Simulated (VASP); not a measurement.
Set up this calculation in VASP 6.6.1, as the native input.

```
Task                   : single point
Functional             : PBE
Potentials or basis    : VASP PAW PBE potentials, release 64 (N)
Cutoff                 : 520 eV
k mesh                 : 4 × 4 × 4
Occupations            : gaussian, width 0.02 eV
Spin                   : no spin polarisation
Dipole correction      : no
Further INCAR settings : ALGO = Normal; EDIFF = 1e-07; NBANDS = 30
```

The structure of N lies in POSCAR:

```
N
1.0
    6.1100808470      0.0000000000      0.0000000000
    0.0000000000      6.1100808470      0.0000000000
    0.0000000000      0.0000000000      6.1100808470
N
8
Direct
    0.0520826981      0.0520826981      0.0520826981
    0.4479173019      0.9479173019      0.5520826981
    0.5520826981      0.4479173019      0.9479173019
    0.9479173019      0.5520826981      0.4479173019
    0.9479671705      0.9479671705      0.9479671705
    0.5520328295      0.0520328295      0.4479671705
    0.4479671705      0.5520328295      0.0520328295
    0.0520328295      0.4479671705      0.5520328295
```

The input as run:

INCAR

```
SYSTEM = N
PREC     = Accurate       ! precision mode
ENCUT    = 520            ! plane-wave cutoff, eV
EDIFF    = 1E-7           ! SCF threshold, eV
ISMEAR   = 0              ! smearing method
SIGMA    = 0.02           ! smearing width, eV
LREAL    = .FALSE.        ! projectors in reciprocal space
LASPH    = .TRUE.         ! aspherical terms in the spheres
NELM     = 100            ! most SCF steps
ALGO     = Normal         ! electronic algorithm
ISIF     = 2              ! what is computed and relaxed
LWAVE    = .FALSE.        ! write WAVECAR
LCHARG   = .FALSE.        ! write CHGCAR
GGA      = PE             ! functional
NBANDS   = 30             ! bands
```

KPOINTS

```
Automatic mesh
0
G
  4 4 4
  0 0 0
```

Potentials or basis: VASP PAW PBE potentials, release 64 (N).

The run is started by

```bash
$ cat potpaw_PBE.64/N/POTCAR > POTCAR
$ mpirun -np 1 vasp_std > vasp.out
```

It gave:

- Pressure: 1.6 GPa
- Largest force: 1.748 eV/Å
- Band gap on the k mesh: 7.63 eV, indirect (least direct gap 7.64 eV)

Caveat: the standard files for N, O and F lose accuracy on very short bonds; forces of over 1 eV/Å act on the atoms, so gaps and moduli don't describe the material at rest.

It took 62 s on 1 thread of Intel(R) Xeon(R) Platinum 8259CL CPU @ 2.50GHz (Skylake/Cascade Lake) (shared host), peak memory 0.33 GiB.
